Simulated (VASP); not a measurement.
# C (P6_3/mmc) in VASP: a series of runs

C is run at these levels: PBEsol; tasks: single point.

Program: VASP 6.6.1. These are calculated values, not measurements. Logs are shortened: lines on timing, memory, paths and dates and some standing lists are left out, and cuts for length are marked.

### Step 1. The cell of the first run

The structure is hexagonal, space group P6_3/mmc (No. 194). Conventional cell: a = 2.498 Å, b = 2.498 Å, c = 4.223 Å, α = 90.00°, β = 90.00°, γ = 120.00°. C (site symmetry 3m) has 4 C at 1.54 to 1.58 Å within 2.0 Å.

### Step 2. Single point, PBEsol

Input file INCAR:

```
  PREC = Accurate
  ENCUT = 520
  EDIFF = 1E-6
  ISMEAR = 0
  SIGMA = 0.01
  LREAL = F
  LASPH = T
  NELM = 60
  ALGO = Normal
  ISIF = 2
  LWAVE = F
  LCHARG = F
  GGA = PS
  NBANDS = 16
```

Input file KPOINTS:

```
Automatic mesh
0
Gamma
  9 9 6
```

Input file POSCAR:

```
C
1.0
    2.4982824898      0.0000000000      0.0000000000
   -1.2491412449      2.1635761020      0.0000000000
    0.0000000000      0.0000000000      4.2229976408
C
4
Direct
    0.3333333333      0.6666666667     -0.0002608640
    0.6666666667      0.3333333333      0.4997391360
    0.3333333333      0.6666666667      0.3742608640
    0.6666666667      0.3333333333      0.8742608640
```

Potentials or basis: VASP PAW PBE potentials, release 64 (C).

Command:

```sh
$ cat potpaw_PBE.64/C/POTCAR > POTCAR
$ mpirun -np 1 vasp_std > vasp.out
```

OUTCAR:

```text
PREC = Accurate
   ENCUT = 520
   EDIFF = 1E-6
   ISMEAR = 0
   LREAL = F
   LASPH = T
   NELM = 60
   ISIF = 2
   GGA = PS

 ion  position               nearest neighbor table
   1  0.333  0.667  1.000-   4 1.54   4 1.54   4 1.54   3 1.58
   2  0.667  0.333  0.500-   3 1.54   3 1.54   3 1.54   4 1.58
   3  0.333  0.667  0.374-   2 1.54   2 1.54   2 1.54   1 1.58
   4  0.667  0.333  0.874-   1 1.54   1 1.54   1 1.54   2 1.58

  LATTYP: Found a hexagonal cell.
 ALAT       =     2.4982824898
 C/A-ratio  =     1.6903603408

  Lattice vectors:

 A1 = (   2.4982824898,   0.0000000000,   0.0000000000)
 A2 = (  -1.2491412449,   2.1635761020,   0.0000000000)
 A3 = (   0.0000000000,   0.0000000000,   4.2229976408)

Analysis of symmetry for initial positions (statically):
=====================================================================
 Subroutine PRICEL returns:
 Original cell was already a primitive cell.

 Routine SETGRP: Setting up the symmetry group for a
 hexagonal supercell.

 Subroutine GETGRP returns: Found 24 space group operations
 (whereof  6 operations were pure point group operations)
 out of a pool of 24 trial point group operations.

The static configuration has the point symmetry C_3v.
 The point group associated with its full space group is D_6h.

Analysis of symmetry for dynamics (positions and initial velocities):
=====================================================================
 Subroutine PRICEL returns:
 Original cell was already a primitive cell.

 Routine SETGRP: Setting up the symmetry group for a
 hexagonal supercell.

 Subroutine GETGRP returns: Found 24 space group operations
 (whereof  6 operations were pure point group operations)
 out of a pool of 24 trial point group operations.

The dynamic configuration has the point symmetry C_3v.
 The point group associated with its full space group is D_6h.

 Subroutine INISYM returns: Found 24 space group operations
 (whereof  6 operations are pure point group operations),
 and found     1 'primitive' translations

----------------------------------------------------------------------------------------

                                     Primitive cell

[... 86 lines left out ...]
   ISTART =      0    job   : 0-new  1-cont  2-samecut
   ICHARG =      2    charge: 1-file 2-atom 10-const
   ISPIN  =      1    spin polarized calculation?
   LNONCOLLINEAR =      F non collinear calculations
   LSORBIT =      F    spin-orbit coupling
   LASPH  =      T    aspherical Exc in radial PAW
   ENCUT  =  520.0 eV  38.22 Ry    6.18 a.u.   4.65  4.65  7.85*2*pi/ulx,y,z
   NELM   =     60;   NELMIN=  2; NELMDL= -5     # of ELM steps
   EDIFF  = 0.1E-05   stopping-criterion for ELM
   LREAL  =      F    real-space projection
   EDIFFG = 0.1E-04   stopping-criterion for IOM
   NSW    =      0    number of steps for IOM
   IBRION =     -1    ionic relax: 0-MD 1-quasi-New 2-CG
   NFREE  =      0    steps in history (QN), initial steepest desc. (CG)
   ISIF   =      2    stress and relaxation
   ISYM   =      2    0-nonsym 1-usesym 2-fastsym
   POTIM  = 0.5000    time-step for ionic-motion
   TEBEG  =    0.0;   TEEND  =   0.0 temperature during run
   PSTRESS=    0.0 pullay stress
   NELECT =      16.0000    total number of electrons
   NUPDOWN=      -1.0000    fix difference up-down
   EMIN   =  10.00;   EMAX   =-10.00  energy-range for DOS
   EFERMI =   0.00;   METHOD = LEGACY
   ISMEAR =     0;   SIGMA  =   0.01  broadening in eV -4-tet -1-fermi 0-gaus
   EFERMI_NEDOS =   21; number of points for ismear=-14 and -15
   IALGO  =     38    algorithm
   IMIX   =      4    mixing-type and parameters
     AMIX     =   0.40;   BMIX     =  1.00
     AMIX_MAG =   1.60;   BMIX_MAG =  1.00
  volume/ion in A,a.u.               =       5.71        38.51
  Fermi-wavevector in a.u.,A,eV,Ry     =   1.454242  2.748119 28.773864  2.114819
  Thomas-Fermi vector in A             =   2.571415
   LORBIT       =      0    0 simple, 1 ext, 2 COOP (PROOUT), +10 PAW based schemes
   GGA     = PS    functional components
   LHFCALC =     F    Hartree Fock is set to
   AEXX    =    0.0000 exact exchange contribution
   IVDW    =     0    specifies the selected vdW correction
   LEPSILON=     F    determine dielectric tensor
   LRPA    =     F    only Hartree local field effects (RPA)
 non-spin polarized calculation
 Gauss-broadening in eV      SIGMA  =   0.01
  energy-cutoff  :      520.00
  volume of cell :       22.83
 maximum number of plane-waves:       632
 NGX is ok and might be reduce to    20
   NGX =  9   NGY =  9   NGZ = 15

 number of electron      16.0000000 magnetization

 Free energy of the ion-electron system (eV)
  ---------------------------------------------------
  ext. energy  EPLUGINS =         0.00000000
  ---------------------------------------------------
  free energy    TOTEN  =       -38.38605959 eV

  energy without entropy =      -38.38605959  energy(sigma->0) =      -38.38605959

 E-fermi :   9.9991     XC(G=0): -13.3981

 val. band max:        9.8969880514   @ k =   0.0000   0.0000   0.0000
 cond. band min:      12.9849408578   @ k =   0.3333   0.3333   0.0000
 fundamental gap:      3.0879528064
 Fermi energy:         9.9990513218

 k-point     1 :       0.0000    0.0000    0.0000
  band No.  band energies     occupation
      1     -11.8432      2.00000
      2      -6.4691      2.00000
      3      -3.7871      2.00000
      4       6.9795      2.00000
      5       6.9795      2.00000
      6       9.4130      2.00000
[... 433 lines left out ...]
      3      -1.0563      2.00000
      4      -0.6502      2.00000
      5      -0.6502      2.00000
      6       2.2903      2.00000
[... 8 lines left out ...]
     15      25.4621      0.00000
     16      25.4621      0.00000

 [... further k-points ...]
[... 5 lines left out ...]
  --------------------------------------------------------------------------------------
  -------------------------------------------------------------------------------------
  Total        0.1622300      0.1622300     -2.5624564      0.0000000      0.0000000      0.0000000
  in kB       11.3869462     11.3869462   -179.8591396      0.0000000      0.0000000      0.0000000
  external PRESSURE =     -52.3617491 kB  Pullay stress =       0.0000000 kB

 VOLUME and BASIS-vectors are now :
 -----------------------------------------------------------------------------
  energy-cutoff  :      520.00
  volume of cell :       22.83
      direct lattice vectors                 reciprocal lattice vectors
     2.498282490  0.000000000  0.000000000     0.400274991  0.231098874  0.000000000
    -1.249141245  2.163576102  0.000000000     0.000000000  0.462197747  0.000000000
     0.000000000  0.000000000  4.222997641     0.000000000  0.000000000  0.236798617

 POSITION                                       TOTAL-FORCE (eV/Angst)
 -----------------------------------------------------------------------------------
     -0.00000      1.44238      4.22190        -0.000000      0.000000      0.013128
      1.24914      0.72119      2.11040         0.000000     -0.000000      0.013128
     -0.00000      1.44238      1.58050        -0.000000      0.000000     -0.013128
      1.24914      0.72119      3.69200         0.000000     -0.000000     -0.013128
 -----------------------------------------------------------------------------------
    total drift:                               -0.000000      0.000000      0.000007

  FREE ENERGIE OF THE ION-ELECTRON SYSTEM (eV)
  ---------------------------------------------------
  free  energy   TOTEN  =       -38.3860595853 eV

  energy  without entropy=      -38.3860595853  energy(sigma->0) =      -38.38605959
```

OSZICAR:

```text
N       E                     dE             d eps       ncg     rms          rms(c)
DAV:   1     0.145692611534E+02    0.14569E+02   -0.81851E+03  1536   0.967E+02
DAV:   2    -0.381346578705E+02   -0.52704E+02   -0.48746E+02  2160   0.180E+02
DAV:   3    -0.396951983607E+02   -0.15605E+01   -0.15557E+01  1944   0.264E+01
DAV:   4    -0.397005950054E+02   -0.53966E-02   -0.53960E-02  1888   0.194E+00
DAV:   5    -0.397006213423E+02   -0.26337E-04   -0.26336E-04  1936   0.118E-01    0.784E+00
DAV:   6    -0.387258276194E+02    0.97479E+00   -0.58633E-01  1728   0.477E+00    0.462E+00
DAV:   7    -0.383855689468E+02    0.34026E+00   -0.67762E-01  1952   0.528E+00    0.937E-01
DAV:   8    -0.383860017442E+02   -0.43280E-03   -0.13611E-02  1592   0.781E-01    0.413E-02
DAV:   9    -0.383860414042E+02   -0.39660E-04   -0.69044E-05  2080   0.692E-02    0.278E-02
DAV:  10    -0.383860601299E+02   -0.18726E-04   -0.10063E-05  1648   0.257E-02    0.863E-03
DAV:  11    -0.383860595853E+02    0.54466E-06   -0.39721E-07  1552   0.521E-03
   1 F= -.38386060E+02 E0= -.38386060E+02  d E =-.133494E-49
```

stdout:

```text
POSCAR found type information on POSCAR C
 POSCAR found :  1 types and       4 ions
 scaLAPACK will be used
 -----------------------------------------------------------------------------
|                                                                             |
|                                                                             |
|     You enforced a specific xc type in the INCAR file but a different       |
|     I HOPE YOU KNOW WHAT YOU ARE DOING!                                     |
|                                                                             |
 -----------------------------------------------------------------------------

 LDA part: xc-table for (Slater+PW92), standard interpolation
 POSCAR, INCAR and KPOINTS ok, starting setup
 FFT: planning ... GRIDC
 FFT: planning ... GRID_SOFT
 FFT: planning ... GRID
 WAVECAR not read
 entering main loop
```

It took 14 s on 1 thread of Intel Xeon Platinum 8259CL at 2.50GHz (Skylake/Cascade Lake), shared host; peak memory 0.13 GiB.

Results:

```yaml
Free_energy: -38.3861 eV
Pressure: -5.2 GPa
Largest_force: 0.013 eV/Å
Band_gap_on_the_k_mesh: 3.09 eV, indirect (least direct gap 4.85 eV)
```

Forces in eV/Å, atoms in the order of the input:
```
C    0.000  0.000  0.013
C    0.000  0.000  0.013
C    0.000  0.000 -0.013
C    0.000  0.000 -0.013
```

Levels at points of the mesh, in eV from the valence-band top:
```tsv
k point	band 4	band 5	band 6	band 7	band 8	band 9	band 10	band 11	band 12	band 13
(0.00, 0.00, 0.00)	-2.92	-2.92	-0.48	0.00	0.00	4.85	5.09	5.09	8.44	9.46
(0.00, 0.00, 0.50)	-7.20	-1.74	-1.74	-1.74	-1.74	7.28	7.28	7.28	7.28	7.77
```

Caveat: the PAW data sets were made with another functional, which shifts forces and pressure a little. PBEsol gaps usually lie below the measured ones, often by a third to a half.

### Step 3. Single point, PBEsol

Input file INCAR:

```
SYSTEM = C
ALGO = Normal
EDIFF = 1E-6
ENCUT = 520
GGA = PS
ISIF = 2
ISMEAR = 0
LASPH = .True.
LCHARG = .False.
LREAL = .False.
LWAVE = .False.
NBANDS = 16
NELM = 80
PREC = Accurate
SIGMA = 0.01
```

Input file KPOINTS:

```
k-points
0
Gamma
  9 9 6
  0 0 0
```

POSCAR is that of step 2.

Potentials or basis: VASP PAW PBE potentials, release 64 (C).

Command:

```sh
$ cat potpaw_PBE.64/C/POTCAR > POTCAR
$ mpirun -np 1 vasp_std > vasp.out
```

Run time: 17 s. Hardware: 1 thread of Intel Xeon Platinum 8259CL at 2.50GHz (Skylake/Cascade Lake), shared host; peak memory 0.13 GiB.

The run converged. Its results:

- Free energy: -38.3861 eV
- Pressure: -5.2 GPa
- Largest force: 0.013 eV/Å
- Band gap on the k mesh: 3.09 eV, indirect (least direct gap 4.85 eV)

Forces on the atoms (eV/Å):
```
C    0.000  0.000  0.013
C    0.000  0.000  0.013
C    0.000  0.000 -0.013
C    0.000  0.000 -0.013
```

Stress tensor (GPa, compression positive):
```
  1.14   0.00   0.00
  0.00   1.14   0.00
  0.00   0.00 -17.99
```

Levels at points of the mesh, in eV from the valence-band top:
```tsv
k point	band 6	band 7	band 8	band 9	band 10	band 11
(0.00, 0.00, 0.00)	-0.48	0.00	0.00	4.85	5.09	5.09
(0.00, 0.00, 0.50)	-1.74	-1.74	-1.74	7.28	7.28	7.28
```

Caveat: the PAW data sets were made with another functional, which shifts forces and pressure a little. PBEsol gaps usually lie below the measured ones, often by a third to a half.

### Step 4. Single point, PBEsol (strained cell)

Input file INCAR:

```
SYSTEM = C
PREC = Accurate ; ENCUT = 520
EDIFF = 1E-6 ; ISMEAR = 0
SIGMA = 0.02 ; LREAL = .FALSE.
LASPH = .TRUE. ; NELM = 80
ALGO = Normal ; ISIF = 2
LWAVE = .FALSE. ; LCHARG = .FALSE.
GGA = PS ; NBANDS = 16
```

Input file KPOINTS:

```
regular mesh
0
G
  9 9 6
  0 0 0
```

Input file POSCAR:

```
C
1.0
    2.5643191212      0.0000000000      0.0000000000
   -1.2821595606      2.2207655024      0.0000000000
    0.0000000000      0.0000000000      4.2229976408
C
4
Direct
    0.3333333333      0.6666666667     -0.0004171440
    0.6666666667      0.3333333333      0.4995828560
    0.3333333333      0.6666666667      0.3744171440
    0.6666666667      0.3333333333      0.8744171440
```

Command:

```sh
$ cat potpaw_PBE.64/C/POTCAR > POTCAR
$ mpirun -np 1 vasp_std > vasp.out
```

Run time: 15 s. Hardware: 1 thread of Intel Xeon Platinum 8259CL at 2.50GHz (Skylake/Cascade Lake), shared host; peak memory 0.13 GiB.

It converged, with:

* Free energy: -38.2736 eV
* Pressure: -25.6 GPa
* Band gap on the k mesh: 3.30 eV, indirect (least direct gap 4.70 eV)

Stress tensor (GPa, compression positive):
```
-29.60   0.00   0.00
  0.00 -29.60   0.00
  0.00   0.00 -17.71
```

Levels at points of the mesh, in eV from the valence-band top:
```tsv
k point	band 4	band 5	band 6	band 7	band 8	band 9	band 10	band 11	band 12	band 13
(0.00, 0.00, 0.00)	-3.03	-3.03	-0.43	0.00	0.00	4.70	4.70	5.40	7.15	9.13
(0.00, 0.00, 0.50)	-6.66	-1.82	-1.82	-1.82	-1.82	6.92	6.92	6.92	6.92	7.02
```

Caveat: the cell differs from its parent crystal (strained cell); the PAW data sets were made with another functional, which shifts forces and pressure a little.
